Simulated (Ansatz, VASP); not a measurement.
## One calculation of Ag2BrCl, two programs

```
Cl Br Ag
1.0
     1.98740    1.14743    6.45152
    -1.98740    1.14743    6.45152
     0.00000   -2.29485    6.45152
Cl Br Ag
1 1 2
Direct
  0.00000 0.00000 0.00000
  0.50000 0.50000 0.50000
  0.25361 0.25361 0.25361
  0.74639 0.74639 0.74639
```

Alike in both runs: task single point; functional r2SCAN; k mesh 6 × 6 × 6; no spin polarisation.

|  | VASP | Ansatz |
| --- | --- | --- |
| version | VASP 6.6.1 | Ansatz 0.2.0 |
| potentials or method | VASP PAW PBE potentials, release 64 (Cl, Br, Ag) | plane waves, PAW |
| plane-wave cutoff (eV) | 520 | 500 |
| occupations | gaussian, width 0.01 eV | fixed |
| valence electrons in the cell | 36 | 52 |

```csv
,VASP,Ansatz,Ansatz less VASP
gap on the k mesh at the Fermi level (eV),1.27,1.32,+0.050
pressure (GPa),1.5,1.6,+0.05
rms of the force components (eV/Å),0.005,0.006,+0.0004
```

VASP's potentials were made for PBE, not for r2SCAN. Atom by atom the forces differ by 0.000 eV/Å (rms over components). VASP's potentials hold 36 valence electrons a cell and Ansatz's 52, so a difference there can come from the potentials and not from the codes.
